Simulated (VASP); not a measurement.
# TiB2 (P6/mmm) in VASP: notebook

Runs on TiB2. Level: PBEsol. Tasks: relaxation of shape and atoms at fixed volume.

All numbers are computed with VASP 6.6.1; they aren't measurements. Logs are shortened: lines on timing, memory, paths and dates and some standing lists are left out, and cuts for length are marked.

### Step 1. The cell of the first run

It takes space group P6/mmm (No. 191, hexagonal). Conventional cell: a = 3.072 Å, b = 3.072 Å, c = 3.257 Å, α = 90.00°, β = 90.00°, γ = 120.00°. Ti (site symmetry 6/mmm) has 12 B at 2.41 Å and 6 Ti at 3.07 Å within 3.2 Å. B (site symmetry -6m2) has 3 B at 1.77 Å within 2.4 Å.

### Step 2. Relaxation of shape and atoms at fixed volume, PBEsol (volume scaled by 1.06)

Contents of INCAR:

```
PREC = Accurate
ENCUT = 600
EDIFF = 1E-6
ISMEAR = 0
SIGMA = 0.1
LREAL = False
LASPH = True
NELM = 80
ALGO = Normal
ISIF = 4
LWAVE = False
LCHARG = False
GGA = PS
IBRION = 2
NSW = 50
EDIFFG = -0.01
```

Contents of KPOINTS:

```
Automatic mesh
0
Gamma
  18 18 14
```

Contents of POSCAR:

```
TiB2
1.0
    3.0721037076      0.0000000000      0.0000000000
   -1.5360518538      2.6605198538      0.0000000000
    0.0000000000      0.0000000000      3.2573379219
Ti B
1 2
Direct
    0.0000000000      0.0000000000      0.0000000000
    0.3333333333      0.6666666667      0.5000000000
    0.6666666667      0.3333333333      0.5000000000
```

Potentials or basis: VASP PAW PBE potentials, release 64 (Ti_sv, B).

Started as:

```console
$ cat potpaw_PBE.64/Ti_sv/POTCAR potpaw_PBE.64/B/POTCAR > POTCAR
$ mpirun -np 1 vasp_std > vasp.out
```

OUTCAR:

```text
PREC = Accurate
   ENCUT = 600
   EDIFF = 1E-6
   ISMEAR = 0
   LREAL = False
   LASPH = True
   NELM = 80
   ISIF = 4
   GGA = PS
   IBRION = 2
   NSW = 50
   EDIFFG = -0.01

 ion  position               nearest neighbor table
   1  0.000  0.000  0.000-   2 2.41   3 2.41   2 2.41   3 2.41   2 2.41   2 2.41   3 2.41   3 2.41
                             3 2.41   3 2.41   2 2.41   2 2.41
   2  0.333  0.667  0.500-   3 1.77   3 1.77   3 1.77   1 2.41   1 2.41   1 2.41   1 2.41   1 2.41
                             1 2.41
   3  0.667  0.333  0.500-   2 1.77   2 1.77   2 1.77   1 2.41   1 2.41   1 2.41   1 2.41   1 2.41
                             1 2.41

  LATTYP: Found a hexagonal cell.
 ALAT       =     3.0721037076
 C/A-ratio  =     1.0602955603

  Lattice vectors:

 A1 = (   3.0721037076,   0.0000000000,   0.0000000000)
 A2 = (  -1.5360518538,   2.6605198538,   0.0000000000)
 A3 = (   0.0000000000,   0.0000000000,   3.2573379219)

Analysis of symmetry for initial positions (statically):
=====================================================================
 Subroutine PRICEL returns:
 Original cell was already a primitive cell.

 Routine SETGRP: Setting up the symmetry group for a
 hexagonal supercell.

 Subroutine GETGRP returns: Found 24 space group operations
 (whereof 24 operations were pure point group operations)
 out of a pool of 24 trial point group operations.

The static configuration has the point symmetry D_6h.

Analysis of symmetry for dynamics (positions and initial velocities):
=====================================================================
 Subroutine PRICEL returns:
 Original cell was already a primitive cell.

 Routine SETGRP: Setting up the symmetry group for a
 hexagonal supercell.

 Subroutine GETGRP returns: Found 24 space group operations
 (whereof 24 operations were pure point group operations)
 out of a pool of 24 trial point group operations.

The dynamic configuration has the point symmetry D_6h.

 Subroutine INISYM returns: Found 24 space group operations
 (whereof 24 operations are pure point group operations),
 and found     1 'primitive' translations

----------------------------------------------------------------------------------------

                                     Primitive cell

  volume of cell :      26.6235

  direct lattice vectors                    reciprocal lattice vectors
     3.072103708  0.000000000  0.000000000     0.325509844  0.187933196  0.000000000
    -1.536051854  2.660519854  0.000000000     0.000000000  0.375866393  0.000000000
     0.000000000  0.000000000  3.257337922     0.000000000  0.000000000  0.306999158

  length of vectors
     3.072103708  3.072103708  3.257337922     0.375866393  0.375866393  0.306999158

  position of ions in fractional coordinates (direct lattice)
     0.000000000  0.000000000  0.000000000
     0.333333333  0.666666667  0.500000000
     0.666666667  0.333333333  0.500000000

  ion indices of the primitive-cell ions
   primitive index   ion index
                 1           1
                 2           2
                 3           3

----------------------------------------------------------------------------------------

 KPOINTS: Automatic mesh

Automatic generation of k-mesh.
 Grid dimensions read from file:
 generate k-points for:   18   18   14

 Generating k-lattice:

  Cartesian coordinates                     Fractional coordinates (reciprocal lattice)
     0.018083880  0.010440733  0.000000000     0.055555556  0.000000000  0.000000000
     0.000000000  0.020881466  0.000000000     0.000000000  0.055555556  0.000000000
     0.000000000  0.000000000  0.021928511     0.000000000  0.000000000  0.071428571
[... 73 lines left out ...]
   EFERMI_NEDOS =   21; number of points for ismear=-14 and -15
   IALGO  =     38    algorithm
   IMIX   =      4    mixing-type and parameters
     AMIX     =   0.40;   BMIX     =  1.00
     AMIX_MAG =   1.60;   BMIX_MAG =  1.00
  volume/ion in A,a.u.               =       8.87        59.89
  Fermi-wavevector in a.u.,A,eV,Ry     =   1.436847  2.715248 28.089636  2.064530
  Thomas-Fermi vector in A             =   2.555990
   LORBIT       =      0    0 simple, 1 ext, 2 COOP (PROOUT), +10 PAW based schemes
   GGA     = PS    functional components
   LHFCALC =     F    Hartree Fock is set to
   AEXX    =    0.0000 exact exchange contribution
   IVDW    =     0    specifies the selected vdW correction
   LEPSILON=     F    determine dielectric tensor
   LRPA    =     F    only Hartree local field effects (RPA)
 conjugate gradient relaxation of ions
 non-spin polarized calculation
 Gauss-broadening in eV      SIGMA  =   0.10
  energy-cutoff  :      600.00
  volume of cell :       26.62
 maximum number of plane-waves:       909
 NGX is ok and might be reduce to    28
   NGX = 13   NGY = 13   NGZ = 13

--------------------------------------- Ionic step        1  -------------------------------------------

 number of electron      17.9999999 magnetization

 Free energy of the ion-electron system (eV)
  ---------------------------------------------------
  ext. energy  EPLUGINS =         0.00000000
  ---------------------------------------------------
  free energy    TOTEN  =       -25.73124131 eV

  energy without entropy =      -25.72941674  energy(sigma->0) =      -25.73032902

------------------------ aborting loop because EDIFF is reached ----------------------------------------

  FORCE on cell =-STRESS in cart. coord.  units (eV):
  Direction    XX          YY          ZZ          XY          YZ          ZX
  --------------------------------------------------------------------------------------
  -------------------------------------------------------------------------------------
  Total       -2.3191827     -2.3191827     -2.1109644      0.0000000     -0.0000000      0.0000000
  in kB     -139.5662342   -139.5662342   -127.0358508      0.0000000     -0.0000000      0.0000000
  external PRESSURE =    -135.3894398 kB  Pullay stress =       0.0000000 kB

 VOLUME and BASIS-vectors are now :
 -----------------------------------------------------------------------------
  energy-cutoff  :      600.00
  volume of cell :       26.62
      direct lattice vectors                 reciprocal lattice vectors
     3.072103708  0.000000000  0.000000000     0.325509844  0.187933196  0.000000000
    -1.536051854  2.660519854  0.000000000     0.000000000  0.375866393  0.000000000
     0.000000000  0.000000000  3.257337922     0.000000000  0.000000000  0.306999158

 POSITION                                       TOTAL-FORCE (eV/Angst)
 -----------------------------------------------------------------------------------
      0.00000      0.00000      0.00000        -0.000000      0.000000      0.000000
     -0.00000      1.77368      1.62867         0.000000      0.000000      0.000000
      1.53605      0.88684      1.62867         0.000000      0.000000     -0.000000
 -----------------------------------------------------------------------------------
    total drift:                               -0.000000      0.000000      0.000000

  FREE ENERGIE OF THE ION-ELECTRON SYSTEM (eV)
  ---------------------------------------------------
  free  energy   TOTEN  =       -25.7312413060 eV

  energy  without entropy=      -25.7294167370  energy(sigma->0) =      -25.73032902

--------------------------------------- Ionic step        2  -------------------------------------------

 number of electron      17.9999999 magnetization

 Free energy of the ion-electron system (eV)
  ---------------------------------------------------
  ext. energy  EPLUGINS =         0.00000000
  ---------------------------------------------------
  free energy    TOTEN  =       -25.73147317 eV

  energy without entropy =      -25.72966976  energy(sigma->0) =      -25.73057146

 E-fermi :   9.5404     XC(G=0): -12.6946

 val. band max:        9.5319356423   @ k =   0.0556   0.0556   0.5000
 cond. band min:       9.5469488718   @ k =   0.0556   0.0556   0.2857
 fundamental gap:      0.0150132295
 Fermi energy:         9.5403757575

 k-point     1 :       0.0000    0.0000    0.0000
  band No.  band energies     occupation
      1     -47.2808      2.00000
      2     -23.7315      2.00000
      3     -23.4359      2.00000
      4     -23.4359      2.00000
      5      -3.7551      2.00000
      6       6.9805      2.00000
      7       6.9805      2.00000
      8       7.2376      2.00000
      9       7.4514      2.00000
     10      11.2961      0.00000
     11      11.2961      0.00000
     12      13.0275      0.00000
     13      13.0275      0.00000
[... 354 lines left out ...]
  band No.  band energies     occupation
      1     -47.2337      2.00000
      2     -23.7720      2.00000
      3     -23.6710      2.00000
      4     -23.5430      2.00000
      5      -0.2780      2.00000
      6       1.3268      2.00000
      7       5.1354      2.00000
      8       6.5569      2.00000
      9       8.4059      2.00000
     10       9.9641      0.00000
     11      11.6909      0.00000
     12      12.4332      0.00000
     13      13.8082      0.00000

 [... further k-points ...]

------------------------ aborting loop because EDIFF is reached ----------------------------------------

  FORCE on cell =-STRESS in cart. coord.  units (eV):
  Direction    XX          YY          ZZ          XY          YZ          ZX
  --------------------------------------------------------------------------------------
  -------------------------------------------------------------------------------------
  Total       -2.2341543     -2.2341543     -2.2313983      0.0000000      0.0000000      0.0000000
  in kB     -134.4493029   -134.4493029   -134.2834500      0.0000000      0.0000000      0.0000000
  external PRESSURE =    -134.3940186 kB  Pullay stress =       0.0000000 kB

 VOLUME and BASIS-vectors are now :
 -----------------------------------------------------------------------------
  energy-cutoff  :      600.00
  volume of cell :       26.62
      direct lattice vectors                 reciprocal lattice vectors
     3.068678717  0.000000000  0.000000000     0.325873150  0.188142951  0.000000000
    -1.534339358  2.657553725 -0.000000000     0.000000000  0.376285902  0.000000000
     0.000000000 -0.000000000  3.264613091     0.000000000  0.000000000  0.306315013

 POSITION                                       TOTAL-FORCE (eV/Angst)
 -----------------------------------------------------------------------------------
      3.06868     -0.00000      0.00000         0.000000      0.000000     -0.000000
     -0.00000      1.77170      1.63231         0.000000      0.000000     -0.000000
      1.53434      0.88585      1.63231        -0.000000     -0.000000      0.000000
 -----------------------------------------------------------------------------------
    total drift:                                0.000000      0.000000     -0.000000

  FREE ENERGIE OF THE ION-ELECTRON SYSTEM (eV)
  ---------------------------------------------------
  free  energy   TOTEN  =       -25.7314731668 eV

  energy  without entropy=      -25.7296697615  energy(sigma->0) =      -25.73057146

 reached required accuracy - stopping structural energy minimisation
```

It took 3.1 min on 1 thread of Intel Xeon 6975P-C, shared host; peak memory 0.27 GiB.

What came out:

```yaml
Free_energy: -25.7315 eV
Energy_gained_by_relaxing: 0.1 meV/atom
Ionic_steps: 2
Pressure_after_relaxing: -13.4 GPa
Band_gap_on_the_k_mesh: zero (band 9 reaches 9.88 eV, above the bottom of band 10 at 9.31 eV)
```

The path:
```
step  energy change (eV)  largest force (eV/Å)  pressure (GPa)  volume (Å³)
   1              0.0000                0.0000          -13.54        26.62
   2             -0.0002                0.0000          -13.44        26.62
```

Final structure:
```
Ti B
1.0
     3.06868    0.00000    0.00000
    -1.53434    2.65755    0.00000
     0.00000    0.00000    3.26461
Ti B
1 2
Direct
  0.00000 0.00000 0.00000
  0.33333 0.66667 0.50000
  0.66667 0.33333 0.50000
```

Levels at points of the mesh, in eV from the Fermi level:
```csv
k point,band 6,band 7,band 8,band 9,band 10,band 11,band 12,band 13
"(0.00, 0.00, 0.00)",-2.56,-2.56,-2.30,-2.09,1.76,1.76,3.49,3.49
"(0.50, 0.00, 0.00)",-9.15,-3.23,-3.14,-2.23,1.23,2.57,3.02,3.26
"(0.00, 0.00, 0.50)",-7.49,-0.56,-0.56,-0.23,-0.23,0.38,0.38,1.53
"(0.50, 0.00, 0.50)",-7.46,-4.54,-3.74,-3.16,2.32,2.75,4.22,4.36
```

Caveat: the cell differs from its parent crystal (volume scaled by 1.06); the PAW data sets were made with another functional, which shifts forces and pressure a little.

### Step 3. Relaxation of shape and atoms at fixed volume, PBEsol (volume scaled by 1.10)

Edit INCAR of step 2 so:

```diff
@@ -7,3 +7,3 @@
 LASPH = True
-NELM = 80
+NELM = 100
 ALGO = Normal
```

Contents of KPOINTS:

```
regular mesh
0
Gamma
  18 18 14
```

Contents of POSCAR:

```
TiB2
1.0
    3.1066033204      0.0000000000      0.0000000000
   -1.5533016602      2.6903973949      0.0000000000
    0.0000000000      0.0000000000      3.3055960128
Ti B
1 2
Direct
    0.0000000000      0.0000000000      0.0000000000
    0.3333333333      0.6666666667      0.5000000000
    0.6666666667      0.3333333333      0.5000000000
```

Potentials or basis: VASP PAW PBE potentials, release 64 (Ti_sv, B).

Started as:

```console
$ cat potpaw_PBE.64/Ti_sv/POTCAR potpaw_PBE.64/B/POTCAR > POTCAR
$ mpirun -np 1 vasp_std > vasp.out
```

OUTCAR:

```text
PREC = Accurate
   ENCUT = 600
   EDIFF = 1E-6
   ISMEAR = 0
   LREAL = False
   LASPH = True
   NELM = 100
   ISIF = 4
   GGA = PS
   IBRION = 2
   NSW = 50
   EDIFFG = -0.01

 ion  position               nearest neighbor table
   1  0.000  0.000  0.000-   2 2.44   3 2.44   2 2.44   3 2.44   2 2.44   2 2.44   3 2.44   3 2.44
                             3 2.44   3 2.44   2 2.44   2 2.44
   2  0.333  0.667  0.500-   3 1.79   3 1.79   3 1.79   1 2.44   1 2.44   1 2.44   1 2.44   1 2.44
                             1 2.44
   3  0.667  0.333  0.500-   2 1.79   2 1.79   2 1.79   1 2.44   1 2.44   1 2.44   1 2.44   1 2.44
                             1 2.44

[... 633 lines left out ...]
  -------------------------------------------------------------------------------------
  Total       -3.5537551     -3.5537551     -3.5469751      0.0000000      0.0000000     -0.0000000
  in kB     -206.0848481   -206.0848481   -205.6916735      0.0000000      0.0000000     -0.0000000
  external PRESSURE =    -205.9537899 kB  Pullay stress =       0.0000000 kB

 VOLUME and BASIS-vectors are now :
 -----------------------------------------------------------------------------
  energy-cutoff  :      600.00
  volume of cell :       27.63
      direct lattice vectors                 reciprocal lattice vectors
     3.101469029  0.000000000  0.000000000     0.322427853  0.186153808  0.000000000
    -1.550734514  2.685950968 -0.000000000     0.000000000  0.372307615  0.000000000
     0.000000000 -0.000000000  3.316549495     0.000000000  0.000000000  0.301518190

 POSITION                                       TOTAL-FORCE (eV/Angst)
 -----------------------------------------------------------------------------------
      0.00000     -0.00000      0.00000         0.000000      0.000000     -0.000000
     -0.00000      1.79063      1.65827        -0.000000      0.000000     -0.000000
      1.55073      0.89532      1.65827         0.000000     -0.000000      0.000000
 -----------------------------------------------------------------------------------
    total drift:                               -0.000000      0.000000      0.000000

  FREE ENERGIE OF THE ION-ELECTRON SYSTEM (eV)
  ---------------------------------------------------
  free  energy   TOTEN  =       -25.6247641145 eV

  energy  without entropy=      -25.6229093824  energy(sigma->0) =      -25.62383675

 reached required accuracy - stopping structural energy minimisation
```

It took 3 min on 1 thread of Intel Xeon 6975P-C, shared host; peak memory 0.27 GiB.

What came out:

```yaml
Free_energy: -25.6248 eV
Energy_gained_by_relaxing: 0.2 meV/atom
Ionic_steps: 2
Pressure_after_relaxing: -20.6 GPa
Band_gap_on_the_k_mesh: zero (band 9 reaches 9.49 eV, above the bottom of band 10 at 8.90 eV)
```

The path:
| step | energy change (eV) | largest force (eV/Å) | pressure (GPa) | volume (Å³) |
| --- | --- | --- | --- | --- |
| 1 | 0.0000 | 0.0000 | -20.75 | 27.63 |
| 2 | -0.0005 | 0.0000 | -20.60 | 27.63 |

Final structure:
```xyz
3
Lattice="3.1015 0.0000 0.0000 -1.5507 2.6860 0.0000 0.0000 0.0000 3.3165" Properties=species:S:1:pos:R:3 pbc="T T T"
Ti    0.0000    0.0000    0.0000
B     0.0000    1.7906    1.6583
B     1.5507    0.8953    1.6583
```

Caveat: the cell differs from its parent crystal (volume scaled by 1.10); the PAW data sets were made with another functional, which shifts forces and pressure a little.

### Step 4. Relaxation of shape and atoms at fixed volume, PBEsol (volume scaled by 0.88)

Contents of INCAR:

```
  ALGO = Normal
  EDIFF = 1E-7
  EDIFFG = -0.01
  ENCUT = 600
  GGA = PS
  IBRION = 2
  ISIF = 4
  ISMEAR = 0
  LASPH = True
  LCHARG = False
  LREAL = False
  LWAVE = False
  NELM = 80
  NSW = 50
  PREC = Accurate
  SIGMA = 0.1
```

Contents of KPOINTS:

```
k-points
0
Gamma
  18 18 14
```

Contents of POSCAR:

```
TiB2
1.0
    2.9021404301      0.0000000000      0.0000000000
   -1.4510702151      2.5133273378      0.0000000000
    0.0000000000      0.0000000000      3.0302225115
Ti B
1 2
Direct
    0.0000000000      0.0000000000      0.0000000000
    0.3333333333      0.6666666667      0.5000000000
    0.6666666667      0.3333333333      0.5000000000
```

Started as:

```console
$ cat potpaw_PBE.64/Ti_sv/POTCAR potpaw_PBE.64/B/POTCAR > POTCAR
$ mpirun -np 1 vasp_std > vasp.out
```

It took 1.8 min on 1 thread of Intel Xeon 6975P-C, shared host; peak memory 0.24 GiB.

Results (log left out):

| Quantity | Value |
| --- | --- |
| Free energy | -25.4215 eV |
| Energy gained by relaxing | 0.2 meV/atom |
| Ionic steps | 3 |
| Pressure after relaxing | 43.4 GPa |
| Band gap on the k mesh | zero (band 9 reaches 11.98 eV, above the bottom of band 10 at 11.21 eV) |

The path:
```csv
step,energy change (eV),largest force (eV/Å),pressure (GPa),volume (Å³)
1,0.0000,0.0000,43.58,22.10
2,-0.0005,0.0000,43.38,22.10
3,-0.0005,0.0000,43.41,22.10
```

Final structure:
```
Ti B
1.0
     2.90655    0.00000    0.00000
    -1.45327    2.51715    0.00000
     0.00000    0.00000    3.02104
Ti B
1 2
Cartesian
  0.0000 0.0000 0.0000
  0.0000 1.6781 1.5105
  1.4533 0.8390 1.5105
```

Levels at points of the mesh, in eV from the Fermi level:
```tsv
k point	band 6	band 7	band 8	band 9	band 10	band 11	band 12	band 13
(0.00, 0.00, 0.00)	-3.14	-3.14	-2.51	-2.02	2.36	2.36	4.60	4.60
(0.50, 0.00, 0.00)	-9.43	-3.54	-3.51	-2.75	1.68	3.28	3.92	3.98
(0.00, 0.00, 0.50)	-8.22	-0.64	-0.64	-0.42	-0.42	0.48	0.48	2.37
(0.50, 0.00, 0.50)	-7.73	-5.34	-4.42	-3.16	3.26	3.55	5.71	5.84
```

Caveat: the cell differs from its parent crystal (volume scaled by 0.88); the PAW data sets were made with another functional, which shifts forces and pressure a little.

### Step 5. Summary

```csv
cell,gap on the mesh (eV),pressure (GPa)
"relaxed from a = 3.072, b = 3.072, c = 3.257 Å, angles 90.0, 90.0, 120.0°, 3 atoms",none,-13.4
"relaxed from a = 3.107, b = 3.107, c = 3.306 Å, angles 90.0, 90.0, 120.0°, 3 atoms",none,-20.6
"relaxed from a = 2.902, b = 2.902, c = 3.030 Å, angles 90.0, 90.0, 120.0°, 3 atoms",none,43.4
```

Alike in all rows: task relaxation of shape and atoms at fixed volume; level PBEsol; potentials or basis VASP PAW PBE potentials, release 64 (Ti_sv, B); no spin polarisation; k mesh 18 × 18 × 14; cutoff (eV) 600; smearing gaussian 0.1 eV.

Caveats: the PAW data sets were made with another functional, which shifts forces and pressure a little.

Absolute energies hang on the potentials; compare differences alone.
